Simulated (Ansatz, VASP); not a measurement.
# Two plane-wave programs on Ge

Contents of INCAR:

```
  ALGO = Normal
  EDIFF = 1E-6
  ENCUT = 520
  GGA = CA
  ISIF = 2
  ISMEAR = 0
  LASPH = T
  LCHARG = F
  LREAL = F
  LWAVE = F
  NBANDS = 21
  NELM = 60
  PREC = Accurate
  SIGMA = 0.15
```

Contents of KPOINTS:

```
k-points
0
Gamma
  14 14 14
```

Contents of POSCAR:

```
Ge
1.0
   -0.1124364614      2.8109115346      2.6984750732
    2.8109115346     -0.1124364614      2.6984750732
    2.6984750732      2.6984750732      0.0000000000
Ge
2
Direct
    0.5000000000      0.5000000000      0.5000000000
    0.7500000000      0.7500000000      0.7500000000
```

Input for Ansatz:

```yaml
crystal:
  lattice:
    - [-0.1124364614, 2.8109115346, 2.6984750732]
    - [2.8109115346, -0.1124364614, 2.6984750732]
    - [2.6984750732, 2.6984750732, 0.0]
  atoms:
    - { symbol: Ge, position: [0.5, 0.5, 0.5] }
    - { symbol: Ge, position: [0.75, 0.75, 0.75] }
basis:
  ecutwfc: 420
kpoints:
  mp_grid: { grid: [14, 14, 14] }
hamiltonian:
  xc: lda
scf:
  occupations: { method: gaussian, width: 0.15 }
output:
  forces: true
  stress: true
  eigenvalues: true
```

Change from the starting cell: engineering shear strain xy -0.0800, normal strain along z -0.0400.

Alike in both runs: task single point; functional LDA; k mesh 14 × 14 × 14; occupations gaussian, width 0.15 eV; no spin polarisation.

|  | VASP | Ansatz |
| --- | --- | --- |
| version | VASP 6.6.1 | Ansatz 0.2.0 |
| potentials or method | VASP PAW LDA potentials, release 64 (Ge_d), cutoff 520 eV | scalar-relativistic, plane waves, PAW |
| valence electrons in the cell | 28 | 28 |

|  | VASP | Ansatz | Ansatz less VASP |
| --- | --- | --- | --- |
| gap on the k mesh at the Fermi level (eV) | none | none | - |
| pressure (GPa) | 4.2 | 4.1 | -0.18 |
| traceless stress, the component that is largest in VASP (GPa) | 7.76 | 7.70 | -0.063 |
| rms of the force components (eV/Å) | 0.497 | 0.491 | -0.0061 |

LDA's correlation is that of Perdew and Zunger in VASP and of Perdew and Wang (1992) in Ansatz. Atom by atom the forces differ by 0.006 eV/Å (rms over components). A gap of «none» marks a metal or a gap that the smearing closes.
